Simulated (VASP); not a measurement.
# ZrN in VASP: single point with PBEsol

Aim: the single point of ZrN with PBEsol.

All numbers are computed with VASP 6.6.1; they aren't measurements. Logs are shortened: lines on timing, memory, paths and dates and some standing lists are left out, and cuts for length are marked.

### 1 The cell of the first run

The cell holds a slab with vacuum, 14 atoms: a = 3.219 Å, b = 4.552 Å, c = 24.657 Å, α = 90.00°, β = 90.00°, γ = 90.00°.

### 2 Single point, PBEsol

Input file INCAR:

```
ALGO     = Normal         # electronic algorithm
DIPOL    = 0.5 0.5 0.500
EDIFF    = 1E-6           # SCF threshold, eV
ENCUT    = 520            # plane-wave cutoff, eV
GGA      = PS             # functional
GGA_COMPAT= F            
IDIPOL   = 3            
ISIF     = 2              # what is computed and relaxed
ISMEAR   = 0              # smearing method
LASPH    = T              # aspherical terms in the spheres
LCHARG   = F              # write CHGCAR
LDIPOL   = T            
LREAL    = F              # projectors in reciprocal space
LWAVE    = F              # write WAVECAR
NBANDS   = 72             # bands
NELM     = 120            # most SCF steps
NELMDL   = -8           
PREC     = Accurate       # precision mode
SIGMA    = 0.1            # smearing width, eV
```

Input file KPOINTS:

```
k-points
0
Gamma
  11 8 1
```

Input file POSCAR:

```
ZrN
1.0
    3.2188796042      0.0000000000      0.0000000000
    0.0000000000      4.5521831919      0.0000000000
    0.0000000000      0.0000000000     24.6566388126
Zr N
7 7
Direct
    0.5000000000      0.5000000000      0.3041777128
    0.0000000000      0.0000000000      0.3694518086
    0.5000000000      0.5000000000      0.4347259043
    0.0000000000      0.0000000000      0.5000000000
    0.5000000000      0.5000000000      0.5652740957
    0.0000000000      0.0000000000      0.6305481914
    0.5000000000      0.5000000000      0.6958222872
    0.5000000000      0.0000000000      0.3041777128
    0.0000000000      0.5000000000      0.3694518086
    0.5000000000      0.0000000000      0.4347259043
    0.0000000000      0.5000000000      0.5000000000
    0.5000000000      0.0000000000      0.5652740957
    0.0000000000      0.5000000000      0.6305481914
    0.5000000000      0.0000000000      0.6958222872
```

Potentials or basis: VASP PAW PBE potentials, release 64 (Zr_sv, N).

Started as:

```console
$ cat potpaw_PBE.64/Zr_sv/POTCAR potpaw_PBE.64/N/POTCAR > POTCAR
$ mpirun -np 1 vasp_std > vasp.out
```

OUTCAR:

```text
EDIFF = 1E-6
   ENCUT = 520
   GGA = PS
   ISIF = 2
   ISMEAR = 0
   LASPH = T
   LREAL = F
   NELM = 120
   NELMDL = -8
   PREC = Accurate

 ion  position               nearest neighbor table
   1  0.500  0.500  0.304-   8 2.28   8 2.28   9 2.28   9 2.28   2 3.22   2 3.22   2 3.22   2 3.22
                             3 3.22
   2  0.000  0.000  0.369-  10 2.28  10 2.28   9 2.28   9 2.28   8 2.28   8 2.28   4 3.22   3 3.22
                             3 3.22   3 3.22   3 3.22   1 3.22   1 3.22   1 3.22   1 3.22
   3  0.500  0.500  0.435-  11 2.28  11 2.28   9 2.28   9 2.28  10 2.28  10 2.28   5 3.22   4 3.22
                             4 3.22   4 3.22   4 3.22   2 3.22   2 3.22   2 3.22   2 3.22   1 3.22
   4  0.000  0.000  0.500-  10 2.28  12 2.28  10 2.28  12 2.28  11 2.28  11 2.28   2 3.22   6 3.22
                             5 3.22   3 3.22   3 3.22   5 3.22   5 3.22   3 3.22   3 3.22   5 3.22
   5  0.500  0.500  0.565-  11 2.28  11 2.28  13 2.28  13 2.28  12 2.28  12 2.28   3 3.22   4 3.22
                             4 3.22   4 3.22   4 3.22   6 3.22   6 3.22   6 3.22   6 3.22   7 3.22
   6  0.000  0.000  0.631-  12 2.28  12 2.28  13 2.28  13 2.28  14 2.28  14 2.28   4 3.22   5 3.22
                             5 3.22   5 3.22   5 3.22   7 3.22   7 3.22   7 3.22   7 3.22
   7  0.500  0.500  0.696-  14 2.28  14 2.28  13 2.28  13 2.28   6 3.22   6 3.22   6 3.22   6 3.22
                             5 3.22
   8  0.500  0.000  0.304-   1 2.28   1 2.28   2 2.28   2 2.28
   9  0.000  0.500  0.369-   3 2.28   3 2.28   2 2.28   2 2.28   1 2.28   1 2.28
  10  0.500  0.000  0.435-   4 2.28   4 2.28   2 2.28   2 2.28   3 2.28   3 2.28
  11  0.000  0.500  0.500-   3 2.28   5 2.28   3 2.28   5 2.28   4 2.28   4 2.28
  12  0.500  0.000  0.565-   4 2.28   4 2.28   6 2.28   6 2.28   5 2.28   5 2.28
  13  0.000  0.500  0.631-   5 2.28   5 2.28   6 2.28   6 2.28   7 2.28   7 2.28
  14  0.500  0.000  0.696-   7 2.28   7 2.28   6 2.28   6 2.28

  LATTYP: Found a simple orthorhombic cell.
 ALAT       =     3.2188796042
 B/A-ratio  =     1.4142135624
 C/A-ratio  =     7.6600065378

  Lattice vectors:

 A1 = (   3.2188796042,   0.0000000000,   0.0000000000)
 A2 = (   0.0000000000,   4.5521831919,   0.0000000000)
 A3 = (   0.0000000000,   0.0000000000,  24.6566388126)

Analysis of symmetry for initial positions (statically):
=====================================================================
 Subroutine PRICEL returns:
 Original cell was already a primitive cell.

 Routine SETGRP: Setting up the symmetry group for a
 simple orthorhombic supercell.

 Subroutine GETGRP returns: Found  8 space group operations
 (whereof  8 operations were pure point group operations)
 out of a pool of  8 trial point group operations.

The static configuration has the point symmetry D_2h.

Analysis of symmetry for dynamics (positions and initial velocities):
=====================================================================
[... 164 lines left out ...]
   LRPA    =     F    only Hartree local field effects (RPA)
 non-spin polarized calculation
 Gauss-broadening in eV      SIGMA  =   0.10
  energy-cutoff  :      520.00
  volume of cell :      361.29
 maximum number of plane-waves:      9790
 NGX is ok and might be reduce to    24
   NGX = 11   NGY = 17   NGZ = 91

 number of electron     119.0000002 magnetization

 dipolmoment           0.000000      0.000000      0.000000 electrons x Angstroem

 Free energy of the ion-electron system (eV)
  ---------------------------------------------------
  ext. energy  EPLUGINS =         0.00000000
  ---------------------------------------------------
  free energy    TOTEN  =      -145.13277741 eV

  energy without entropy =     -145.10205524  energy(sigma->0) =     -145.11741632

 E-fermi :   3.8462     XC(G=0):  -6.7491

 val. band max:        3.8183235695   @ k =   0.0000   0.1250   0.0000
 cond. band min:       3.8485456729   @ k =   0.0909   0.1250   0.0000
 fundamental gap:      0.0302221034
 Fermi energy:         3.8461988794

 k-point     1 :       0.0000    0.0000    0.0000
  band No.  band energies     occupation
      1     -45.6573      2.00000
      2     -45.6569      2.00000
      3     -45.4812      2.00000
      4     -45.4112      2.00000
      5     -45.3086      2.00000
      6     -45.2308      2.00000
[... 1765 lines left out ...]
     70       6.7285      0.00000
     71       6.9171      0.00000

 [... further k-points ...]

 [bands above 71 left out]

------------------------ aborting loop because EDIFF is reached ----------------------------------------

 vacuum level on the upper side and lower side of the slab       (xc-potential included)        -0.221        -0.221

  FORCE on cell =-STRESS in cart. coord.  units (eV):
  Direction    XX          YY          ZZ          XY          YZ          ZX
  --------------------------------------------------------------------------------------
  -------------------------------------------------------------------------------------
  Total       -1.4894497    -13.3702104     -6.8165516      0.0000000      0.0000000      0.0000000
  in kB       -6.6050802    -59.2912337    -30.2285261      0.0000000      0.0000000      0.0000000
  external PRESSURE =     -32.0416133 kB  Pullay stress =       0.0000000 kB

 VOLUME and BASIS-vectors are now :
 -----------------------------------------------------------------------------
  energy-cutoff  :      520.00
  volume of cell :      361.29
      direct lattice vectors                 reciprocal lattice vectors
     3.218879604  0.000000000  0.000000000     0.310667103  0.000000000  0.000000000
     0.000000000  4.552183192  0.000000000     0.000000000  0.219674815  0.000000000
     0.000000000  0.000000000 24.656638813     0.000000000  0.000000000  0.040557028

 POSITION                                       TOTAL-FORCE (eV/Angst)
 -----------------------------------------------------------------------------------
      1.60944      2.27609      7.50000         0.000000      0.000000      1.545258
      0.00000      0.00000      9.10944         0.000000      0.000000     -1.317392
      1.60944      2.27609     10.71888         0.000000      0.000000     -0.475853
      0.00000      0.00000     12.32832         0.000000      0.000000      0.000000
      1.60944      2.27609     13.93776         0.000000     -0.000000      0.475853
      0.00000      0.00000     15.54720         0.000000      0.000000      1.317392
      1.60944      2.27609     17.15664         0.000000      0.000000     -1.545258
      1.60944      0.00000      7.50000         0.000000      0.000000      0.750717
      0.00000      2.27609      9.10944         0.000000      0.000000     -0.878966
      1.60944      0.00000     10.71888         0.000000      0.000000      0.049128
      0.00000      2.27609     12.32832         0.000000      0.000000      0.000000
      1.60944      0.00000     13.93776         0.000000      0.000000     -0.049128
      0.00000      2.27609     15.54720        -0.000000      0.000000      0.878966
      1.60944      0.00000     17.15664         0.000000      0.000000     -0.750717
 -----------------------------------------------------------------------------------
    total drift:                                0.000000     -0.000000      0.000000

  FREE ENERGIE OF THE ION-ELECTRON SYSTEM (eV)
  ---------------------------------------------------
  free  energy   TOTEN  =      -145.1327774085 eV

  energy  without entropy=     -145.1020552357  energy(sigma->0) =     -145.11741632

 vacuum level on the upper side and lower side of the slab         6.644         6.644
```

stdout:

```text
POSCAR found type information on POSCAR ZrN
 POSCAR found :  2 types and      14 ions
 scaLAPACK will be used
 -----------------------------------------------------------------------------
|                                                                             |
|                                                                             |
|     You enforced a specific xc type in the INCAR file but a different       |
|     I HOPE YOU KNOW WHAT YOU ARE DOING!                                     |
|                                                                             |
 -----------------------------------------------------------------------------

 LDA part: xc-table for (Slater+PW92), standard interpolation
 POSCAR, INCAR and KPOINTS ok, starting setup
 FFT: planning ... GRIDC
 FFT: planning ... GRID_SOFT
 FFT: planning ... GRID
 WAVECAR not read
 entering main loop
```

Run time: 45 min. Hardware: 1 thread of Oxide Virtual Turin-like, shared host; peak memory 0.71 GiB.

What came out:

```
Free energy            : -145.1328 eV
Largest force          : 1.545 eV/Å
Band gap on the k mesh : zero (an odd number of electrons rules out a gap without spin polarisation)
```

Forces in eV/Å, atoms in the order of the input:
```
Zr   0.000  0.000  1.545
Zr   0.000  0.000 -1.317
Zr   0.000  0.000 -0.476
Zr   0.000  0.000  0.000
Zr   0.000  0.000  0.476
Zr   0.000  0.000  1.317
Zr   0.000  0.000 -1.545
N    0.000  0.000  0.751
N    0.000  0.000 -0.879
N    0.000  0.000  0.049
N    0.000  0.000  0.000
N    0.000  0.000 -0.049
N    0.000  0.000  0.879
N    0.000  0.000 -0.751
```

Caveat: the PAW data sets were made with another functional, which shifts forces and pressure a little; an odd number of electrons without spin polarisation forces a metal; a magnetic or distorted state may lie lower.

The gap in the log of VASP goes by the Fermi energy; the results here count the filled bands.